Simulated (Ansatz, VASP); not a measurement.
**W in VASP and in Ansatz**

INCAR

```
SYSTEM = W
  PREC = Accurate
  ENCUT = 520
  EDIFF = 1E-6
  ISMEAR = 0
  SIGMA = 0.15
  LREAL = .FALSE.
  LASPH = .TRUE.
  NELM = 100
  ALGO = Normal
  ISIF = 2
  LWAVE = .FALSE.
  LCHARG = .FALSE.
  GGA = PS
  NBANDS = 13
```

File KPOINTS:

```
regular mesh
0
G
  20 20 20
  0 0 0
```

Contents of POSCAR:

```
W
1.0
   -1.4695160000      1.4695160000      1.7250840000
    1.4695160000     -1.4695160000      1.7250840000
    1.4695160000      1.4695160000     -1.7250840000
W
1
Direct
    0.0000000000      0.0000000000      0.0000000000
```

Input for Ansatz:

```yaml
crystal:
  lattice:
    - [-1.469516, 1.469516, 1.725084]
    - [1.469516, -1.469516, 1.725084]
    - [1.469516, 1.469516, -1.725084]
  atoms:
    - { symbol: W, position: [0.0, 0.0, 0.0] }
basis:
  ecutwfc: 420
kpoints:
  mp_grid: { grid: [20, 20, 20] }
hamiltonian:
  xc: pbesol
scf:
  occupations: { method: gaussian, width: 0.15 }
output:
  forces: true
  stress: true
  eigenvalues: true
```

Change from the starting cell: strain -0.080 along x and y, +0.080 along z, atoms carried along.

Alike in both runs: task single point; functional PBEsol; k mesh 20 × 20 × 20; occupations gaussian, width 0.15 eV; no spin polarisation.

```csv
,VASP,Ansatz
version,VASP 6.6.1,Ansatz 0.2.0
potentials or method,"VASP PAW PBE potentials, release 64 (W_sv), cutoff 520 eV","scalar-relativistic, plane waves, PAW"
valence electrons in the cell,14,14
```

VASP gave:

* gap on the k mesh at the Fermi level (eV): none
* pressure (GPa): 23.0
* traceless stress, the component that is largest in VASP (GPa): -24.95

Question: Which values does Ansatz return?

Answer: gap on the k mesh at the Fermi level (eV): none; pressure (GPa): 22.0; traceless stress, the component that is largest in VASP (GPa): -24.93.

VASP's potentials were made for PBE, not for PBEsol. A gap of «none» marks a metal or a gap that the smearing closes.

Spin-orbit coupling is off throughout.
